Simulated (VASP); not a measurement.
Input of a VASP 6.6.1 run:

File INCAR:

```
SYSTEM = Be
ALGO = Normal
EDIFF = 1E-7
EDIFFG = -0.001
ENCUT = 600
GGA = PS
IBRION = 2
ISIF = 3
ISMEAR = 1
IVDW = 12
LASPH = .TRUE.
LCHARG = .FALSE.
LREAL = .FALSE.
LWAVE = .FALSE.
NELM = 100
NSW = 80
PREC = Accurate
SIGMA = 0.1
```

The input KPOINTS:

```
k-points
0
G
  16 16 16
  0 0 0
```

File POSCAR:

```
Be
1.0
    2.1704690000      0.0000000000      0.0000000000
   -0.7234896440      2.0463378057      0.0000000000
   -0.7234896440     -1.0231688548      1.7721805522
Be
1
Direct
    0.0000000000      0.0000000000      0.0000000000
```

Potentials or basis: VASP PAW PBE potentials, release 64 (Be).

The run is started by

```console
$ cat potpaw_PBE.64/Be/POTCAR > POTCAR
$ mpirun -np 1 vasp_std > vasp.out
```

**Question.** Predict the dispersion energy per atom.

**Answer.** -0.289 eV.

**Question.** What does it give for the relaxed cell?

**Answer.** a = 2.128 Å, b = 2.128 Å, c = 2.128 Å, α = 109.47°, β = 109.47°, γ = 109.47°.

Final structure:
```
CELL_PARAMETERS angstrom
2.12768 0.00000 0.00000
-0.70923 2.00600 0.00000
-0.70923 -1.00300 1.73724
ATOMIC_POSITIONS crystal
Be 0.00000 0.00000 0.00000
```
